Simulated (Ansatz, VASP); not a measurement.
**Al2Cu: VASP beside Ansatz**

```
CELL_PARAMETERS angstrom
-3.11635 3.11635 2.48620
3.11635 -3.11635 2.48620
3.11635 3.11635 -2.48620
ATOMIC_POSITIONS crystal
Al 0.15932 0.65932 0.81864
Al 0.65932 0.84068 0.50000
Al 0.84068 0.34068 0.18136
Al 0.34068 0.15932 0.50000
Cu 0.75000 0.75000 0.00000
Cu 0.25000 0.25000 0.00000
```

Alike in both runs: task single point; functional PBEsol; k mesh 10 × 10 × 10; occupations gaussian, width 0.15 eV; no spin polarisation.

```csv
,VASP,Ansatz
version,VASP 6.6.1,Ansatz 0.2.0
potentials or method,"VASP PAW PBE potentials, release 64 (Al, Cu), cutoff 520 eV","scalar-relativistic, plane waves, PAW"
valence electrons in the cell,34,50
```

```csv
,VASP,Ansatz,Ansatz less VASP
gap on the k mesh at the Fermi level (eV),none,none,-
pressure (GPa),-9.0,-9.3,-0.24
"traceless stress, the component that is largest in VASP (GPa)",0.64,0.61,-0.026
rms of the force components (eV/Å),0.018,0.020,+0.0013
```

VASP's potentials were made for PBE, not for PBEsol, and Ansatz warns of the same on its side. Atom by atom the forces differ by 0.001 eV/Å (rms over components). A gap of «none» marks a metal or a gap that the smearing closes. VASP's potentials hold 34 valence electrons a cell and Ansatz's 50, so a difference there can come from the potentials and not from the codes.
